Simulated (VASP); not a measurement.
Crystal: CoO.

```xyz
2
Lattice="0.0000 2.0880 2.0880 2.0880 0.0000 2.0880 2.0880 2.0880 0.0000" Properties=species:S:1:pos:R:3 pbc="T T T"
Co    0.0000    0.0000    0.0000
O     2.0880    2.0880    2.0880
```

Base run:

```yaml
Program: VASP 6.6.1
Functional: PBE
Potentials_or_basis: VASP PAW PBE potentials, release 64 (Co, O)
Cutoff: 520 eV
k_mesh: 11 × 11 × 11
Occupations: fermi-dirac, width 0.05 eV
Spin: collinear spin, ferromagnetic start
Starting_moments: "[2.0, 0.0] μB"
```

Its results: pressure 8.6 GPa; net moment 2.72 μB per cell; site moments Co +2.42; O +0.26 μB.

Question: The run is repeated on the same cell with these changes: potentials or basis from VASP PAW PBE potentials, release 64 (Co, O) to VASP PAW PBE potentials, release 64 (Co_sv, O); cutoff from 520 eV to 600 eV; further incar settings from ALGO = Normal; EDIFF = 1e-07; NBANDS = 18 to ALGO = Normal; EDIFF = 1e-06; NBANDS = 22; valence electrons from 15 to 23. What comes out?

Answer: Pressure 6.7 GPa; net moment 2.76 μB per cell; site moments Co +2.40; O +0.26 μB.

Caveats: a cell with one magnetic atom can't hold antiferromagnetic order, which such compounds often take.
